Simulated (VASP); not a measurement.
# Pb (R-3m) in VASP: a series of runs

Runs on Pb. Level: PBE. Tasks: electric field gradients.

Program: VASP 6.6.1. These are calculated values, not measurements. Logs are shortened: lines on timing, memory, paths and dates and some standing lists are left out, and cuts for length are marked.

## (1) The cell of the first run

Symmetry: R-3m, No. 166, trigonal system. Conventional cell: a = 4.832 Å, b = 4.832 Å, c = 11.836 Å, α = 90.00°, β = 90.00°, γ = 120.00°. Pb (site symmetry 3m) has 4 Pb at 2.43 to 3.18 Å within 3.2 Å.

## (2) Electric field gradients, PBE (shortest bond scaled by 0.82)

INCAR reads:

```
SYSTEM = Pb
PREC = Accurate
ENCUT = 520
EDIFF = 1E-8
ISMEAR = -1
SIGMA = 0.05
LREAL = .False.
LASPH = .True.
NELM = 60
ALGO = Normal
ISIF = 2
LWAVE = .False.
LCHARG = .False.
GGA = PE
LEFG = .True.
NBANDS = 21
```

KPOINTS reads:

```
regular mesh
0
Gamma
  8 8 8
  0 0 0
```

POSCAR reads:

```
Pb
1.0
    0.0000000000      3.4168854378      3.4168854378
    3.4168854378      0.0000000000      3.4168854378
    3.4168854378      3.4168854378      0.0000000000
Pb
2
Direct
   -0.1925000000     -0.1025000000     -0.1025000000
    0.1925000000      0.1025000000      0.1025000000
```

Potentials or basis: VASP PAW PBE potentials, release 64 (Pb_d).

Started as:

```bash
cat potpaw_PBE.64/Pb_d/POTCAR > POTCAR
mpirun -np 1 vasp_std > vasp.out
```

OUTCAR:

```text
SYSTEM = Pb
   PREC = Accurate
   ENCUT = 520
   EDIFF = 1E-8
   ISMEAR = -1
   LREAL = .False.
   LASPH = .True.
   NELM = 60
   ISIF = 2
   GGA = PE

 ion  position               nearest neighbor table
   1  0.807  0.898  0.898-   2 2.43   2 3.18   2 3.18   2 3.18
   2  0.193  0.102  0.102-   1 2.43   1 3.18   1 3.18   1 3.18

  LATTYP: Found a face centered cubic cell.
 ALAT       =     6.8337708756

  Lattice vectors:

 A1 = (   0.0000000000,   3.4168854378,   3.4168854378)
 A2 = (   3.4168854378,   0.0000000000,   3.4168854378)
 A3 = (   3.4168854378,   3.4168854378,   0.0000000000)

Analysis of symmetry for initial positions (statically):
=====================================================================
 Subroutine PRICEL returns:
 Original cell was already a primitive cell.

 Routine SETGRP: Setting up the symmetry group for a
 face centered cubic supercell.

 Subroutine GETGRP returns: Found 12 space group operations
 (whereof  4 operations were pure point group operations)
 out of a pool of 48 trial point group operations.

The static configuration has the point symmetry C_2h.
 The point group associated with its full space group is D_3d.

Analysis of symmetry for dynamics (positions and initial velocities):
=====================================================================
 Subroutine PRICEL returns:
 Original cell was already a primitive cell.

 Routine SETGRP: Setting up the symmetry group for a
 face centered cubic supercell.

 Subroutine GETGRP returns: Found 12 space group operations
 (whereof  4 operations were pure point group operations)
 out of a pool of 48 trial point group operations.

The dynamic configuration has the point symmetry C_2h.
 The point group associated with its full space group is D_3d.

 Subroutine INISYM returns: Found 12 space group operations
 (whereof  4 operations are pure point group operations),
 and found     1 'primitive' translations

----------------------------------------------------------------------------------------

                                     Primitive cell

  volume of cell :      79.7850

  direct lattice vectors                    reciprocal lattice vectors
     0.000000000  3.416885438  3.416885438    -0.146332094  0.146332094  0.146332094
     3.416885438  0.000000000  3.416885438     0.146332094 -0.146332094  0.146332094
     3.416885438  3.416885438  0.000000000     0.146332094  0.146332094 -0.146332094

  length of vectors
     4.832205727  4.832205727  4.832205727     0.253454621  0.253454621  0.253454621

  position of ions in fractional coordinates (direct lattice)
     0.807500000  0.897500000  0.897500000
     0.192500000  0.102500000  0.102500000

  ion indices of the primitive-cell ions
   primitive index   ion index
                 1           1
                 2           2

----------------------------------------------------------------------------------------

 KPOINTS: regular mesh

Automatic generation of k-mesh.
 Grid dimensions read from file:
 generate k-points for:    8    8    8

 Generating k-lattice:

  Cartesian coordinates                     Fractional coordinates (reciprocal lattice)
    -0.018291512  0.018291512  0.018291512     0.125000000  0.000000000  0.000000000
     0.018291512 -0.018291512  0.018291512     0.000000000  0.125000000  0.000000000
     0.018291512  0.018291512 -0.018291512     0.000000000  0.000000000  0.125000000

  Length of vectors
     0.031681828  0.031681828  0.031681828

  Shift w.r.t. Gamma in fractional coordinates (k-lattice)
     0.000000000  0.000000000  0.000000000

 Subroutine IBZKPT returns following result:
 ===========================================

 Found     65 irreducible k-points:

 Following reciprocal coordinates:
            Coordinates               Weight
  0.000000  0.000000  0.000000      1.000000
  0.125000  0.000000  0.000000      2.000000
  0.000000  0.125000  0.000000      6.000000
  0.250000  0.000000  0.000000      2.000000
  0.000000  0.250000  0.000000      6.000000
  0.375000  0.000000  0.000000      2.000000
[... 16 lines left out ...]
 -0.250000  0.125000  0.000000      6.000000
  0.000000 -0.250000  0.125000     12.000000
 [... further k-points ...]
   k-points           NKPTS =     65   k-points in BZ     NKDIM =     65   number of bands    NBANDS=     21
   number of dos      NEDOS =    301   number of ions     NIONS =      2
   total plane-waves  NPLWV =  46656
   dimension x,y,z NGX =    36 NGY =   36 NGZ =   36
   dimension x,y,z NGXF=    72 NGYF=   72 NGZF=   72
   ions per type =               2
   NGX,Y,Z   is equivalent  to a cutoff of  12.39, 12.39, 12.39 a.u.
   NGXF,Y,Z  is equivalent  to a cutoff of  24.77, 24.77, 24.77 a.u.
 SYSTEM =  Pb
   PREC   = accura    normal or accurate (medium, high low for compatibility)
   ISTART =      0    job   : 0-new  1-cont  2-samecut
   ICHARG =      2    charge: 1-file 2-atom 10-const
   ISPIN  =      1    spin polarized calculation?
   LNONCOLLINEAR =      F non collinear calculations
   LSORBIT =      F    spin-orbit coupling
   LASPH  =      T    aspherical Exc in radial PAW
   ENCUT  =  520.0 eV  38.22 Ry    6.18 a.u.   8.98  8.98  8.98*2*pi/ulx,y,z
   NELM   =     60;   NELMIN=  2; NELMDL= -5     # of ELM steps
   EDIFF  = 0.1E-07   stopping-criterion for ELM
   LREAL  =      F    real-space projection
   EDIFFG = 0.1E-06   stopping-criterion for IOM
   NSW    =      0    number of steps for IOM
   IBRION =     -1    ionic relax: 0-MD 1-quasi-New 2-CG
   NFREE  =      0    steps in history (QN), initial steepest desc. (CG)
   ISIF   =      2    stress and relaxation
   ISYM   =      2    0-nonsym 1-usesym 2-fastsym
   POTIM  = 0.5000    time-step for ionic-motion
   TEBEG  =    0.0;   TEEND  =   0.0 temperature during run
   PSTRESS=    0.0 pullay stress
   NELECT =      28.0000    total number of electrons
   NUPDOWN=      -1.0000    fix difference up-down
   EMIN   =  10.00;   EMAX   =-10.00  energy-range for DOS
   EFERMI =   0.00;   METHOD = LEGACY
   ISMEAR =    -1;   SIGMA  =   0.05  broadening in eV -4-tet -1-fermi 0-gaus
   EFERMI_NEDOS =   21; number of points for ismear=-14 and -15
   IALGO  =     38    algorithm
   IMIX   =      4    mixing-type and parameters
     AMIX     =   0.40;   BMIX     =  1.00
     AMIX_MAG =   1.60;   BMIX_MAG =  1.00
  volume/ion in A,a.u.               =      39.89       269.21
  Fermi-wavevector in a.u.,A,eV,Ry     =   1.154748  2.182157 18.142582  1.333442
  Thomas-Fermi vector in A             =   2.291382
   LORBIT       =      0    0 simple, 1 ext, 2 COOP (PROOUT), +10 PAW based schemes
   GGA     = PE    functional components
   LHFCALC =     F    Hartree Fock is set to
   AEXX    =    0.0000 exact exchange contribution
   IVDW    =     0    specifies the selected vdW correction
   LEPSILON=     F    determine dielectric tensor
   LRPA    =     F    only Hartree local field effects (RPA)
 non-spin polarized calculation
  energy-cutoff  :      520.00
  volume of cell :       79.79
 maximum number of plane-waves:      2180
   NGX = 17   NGY = 17   NGZ = 17

 number of electron      28.0000000 magnetization

 Free energy of the ion-electron system (eV)
  ---------------------------------------------------
  ext. energy  EPLUGINS =         0.00000000
  ---------------------------------------------------
  free energy    TOTEN  =        -5.12902531 eV

  energy without entropy =       -5.12092458  energy(sigma->0) =       -5.12497495

 E-fermi :   4.5964     XC(G=0):  -8.5210

 val. band max:        4.5885140528   @ k =  -0.1250   0.1250   0.0000
 cond. band min:       4.5972561897   @ k =   0.0000  -0.1250   0.1250
 fundamental gap:      0.0087421369
 Fermi energy:         4.5963541368

 k-point     1 :       0.0000    0.0000    0.0000
  band No.  band energies     occupation
      1     -13.9367      2.00000
      2     -13.1317      2.00000
      3     -13.1317      2.00000
      4     -12.7505      2.00000
      5     -12.7505      2.00000
      6     -12.4700      2.00000
[... 13 lines left out ...]
     20      12.2423      0.00000
     21      12.2423      0.00000
[... 529 lines left out ...]
 k-point    24 :       0.0000   -0.2500    0.1250
  band No.  band energies     occupation
      1     -13.9572      2.00000
      2     -13.1739      2.00000
      3     -13.1275      2.00000
      4     -12.7605      2.00000
      5     -12.6864      2.00000
      6     -12.5129      2.00000
[... 13 lines left out ...]
     20      11.3315      0.00000
     21      13.0112      0.00000

 [... further k-points ...]

------------------------ aborting loop because EDIFF is reached ----------------------------------------

  FORCE on cell =-STRESS in cart. coord.  units (eV):
  Direction    XX          YY          ZZ          XY          YZ          ZX
  --------------------------------------------------------------------------------------
  -------------------------------------------------------------------------------------
  Total        4.7018633      4.7018633      4.7018633     -5.1600605      5.1600605     -5.1600605
  in kB       94.4189849     94.4189849     94.4189849   -103.6201291    103.6201291   -103.6201291
  external PRESSURE =      94.4189849 kB  Pullay stress =       0.0000000 kB

 VOLUME and BASIS-vectors are now :
 -----------------------------------------------------------------------------
  energy-cutoff  :      520.00
  volume of cell :       79.79
      direct lattice vectors                 reciprocal lattice vectors
     0.000000000  3.416885438  3.416885438    -0.146332094  0.146332094  0.146332094
     3.416885438  0.000000000  3.416885438     0.146332094 -0.146332094  0.146332094
     3.416885438  3.416885438  0.000000000     0.146332094  0.146332094 -0.146332094

 POSITION                                       TOTAL-FORCE (eV/Angst)
 -----------------------------------------------------------------------------------
      6.13331      5.82579      5.82579        -3.986894      3.986894      3.986894
      0.70046      1.00798      1.00798         3.986894     -3.986894     -3.986894
 -----------------------------------------------------------------------------------
    total drift:                                0.000000      0.000000      0.000000

  FREE ENERGIE OF THE ION-ELECTRON SYSTEM (eV)
  ---------------------------------------------------
  free  energy   TOTEN  =        -5.1290253118 eV

  energy  without entropy=       -5.1209245839  energy(sigma->0) =       -5.12497495

 Electric field gradients (V/A^2)
---------------------------------------------------------------------
 ion       V_xx      V_yy      V_zz      V_xy      V_xz      V_yz
---------------------------------------------------------------------
   1       0.001    -0.000    -0.000   211.006   211.006  -211.005
   2       0.001    -0.000    -0.000   211.006   211.006  -211.005
---------------------------------------------------------------------

 Electric field gradients after diagonalization (V/A^2)
 (convention: |V_zz| > |V_xx| > |V_yy|)
----------------------------------------------------------------------
 ion       V_xx      V_yy      V_zz     asymmetry (V_yy - V_xx)/ V_zz
----------------------------------------------------------------------
   1     211.007   211.004  -422.011       0.000
   2     211.007   211.004  -422.011       0.000
----------------------------------------------------------------------

           NMR quadrupolar parameters

 Cq : quadrupolar parameter    Cq=e*Q*V_zz/h
 eta: asymmetry parameters     (V_yy - V_xx)/ V_zz
 Q  : nuclear electric quadrupole moment in mb (millibarn)
----------------------------------------------------------------------
 ion       Cq(MHz)       eta       Q (mb)
----------------------------------------------------------------------
   1      -1.020       0.000       1.000
   2      -1.020       0.000       1.000
----------------------------------------------------------------------
```

Wall time 84 s (1 thread of Intel Xeon Platinum 8259CL at 2.50GHz (Skylake/Cascade Lake), shared host); peak memory 0.25 GiB.

What came out:

```
Free energy                             : -5.1290 eV
Pressure                                : 9.4 GPa
Largest force                           : 6.906 eV/Å
Band gap on the k mesh                  : zero (bands 14 and 15 overlap by 1.45 eV)
Largest electric field gradient by atom : Pb -422.0 V/Å²
```

Forces in eV/Å, atoms in the order of the input:
```
Pb  -3.987  3.987  3.987
Pb   3.987 -3.987 -3.987
```

Levels at points of the mesh, in eV from the Fermi level:
| k point | band 11 | band 12 | band 13 | band 14 | band 15 | band 16 | band 17 | band 18 |
| --- | --- | --- | --- | --- | --- | --- | --- | --- |
| (0.00, 0.00, 0.00) | -11.57 | -3.72 | -1.06 | 1.33 | 1.33 | 1.33 | 1.33 | 3.98 |
| (0.50, 0.00, 0.00) | -9.36 | -8.87 | -0.96 | -0.96 | 0.21 | 3.84 | 3.84 | 5.67 |
| (0.00, 0.50, 0.00) | -10.60 | -6.45 | -1.50 | -1.47 | 0.22 | 1.82 | 4.83 | 5.15 |
| (0.50, 0.50, 0.00) | -9.85 | -7.67 | -2.03 | -1.94 | -0.12 | 1.40 | 6.65 | 7.39 |

Electric field gradients, principal values (V/Å²):
| atom | least | middle | greatest (by size) |
| --- | --- | --- | --- |
| 1 Pb | 211.004 | 211.007 | -422.011 |
| 2 Pb | 211.004 | 211.007 | -422.011 |

Caveat: the cell differs from its parent crystal (shortest bond scaled by 0.82); the cell stands under pressure; without QUAD_EFG the Cq values of the log hold for a quadrupole moment of 1 mb, not for the nuclei; spin-orbit coupling is left out, which moves the levels of the heavy elements; forces of over 1 eV/Å act on the atoms, so gaps and moduli don't describe the material at rest.

[end of part 1 of 2]
